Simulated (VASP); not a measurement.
Input of a VASP 6.6.1 run:

INCAR

```
SYSTEM = Sr3W4
PREC = Accurate
ENCUT = 500
EDIFF = 1E-6
ISMEAR = 0
SIGMA = 0.1
LREAL = .False.
LASPH = .True.
NELM = 120
ALGO = Normal
ISIF = 2
LWAVE = .False.
LCHARG = .False.
GGA = PE
NBANDS = 52
GGA_COMPAT = .False.
```

KPOINTS

```
regular mesh
0
Gamma
  4 4 4
  0 0 0
```

POSCAR

```
Sr3W4
1.0
    5.8604880521      0.0000000000      0.0000000000
    0.0000000000      5.8604880521      0.0000000000
    0.0000000000      0.0000000000      5.8604880521
Sr W
3 4
Direct
    0.5000000000      0.5000000000      0.0000000000
    0.0000000000      0.5000000000      0.5000000000
    0.5000000000      0.0000000000      0.5000000000
    0.5000000000      0.5000000000      0.5000000000
    0.5000000000      0.0000000000      0.0000000000
    0.0000000000      0.5000000000      0.0000000000
    0.0000000000      0.0000000000      0.5000000000
```

Potentials or basis: VASP PAW PBE potentials, release 64 (Sr_sv, W_sv).

The run is started by

```bash
$ cat potpaw_PBE.64/Sr_sv/POTCAR potpaw_PBE.64/W_sv/POTCAR > POTCAR
$ mpirun -np 1 vasp_std > vasp.out
```

Task: What does it give for the pressure?

Result: 0.4 GPa.

Task: Predict the band gap on the k mesh.

Result: Zero (band 43 reaches 3.83 eV, above the bottom of band 44 at 3.21 eV).

Caveat: spin-orbit coupling is left out, which moves the levels of the heavy elements.
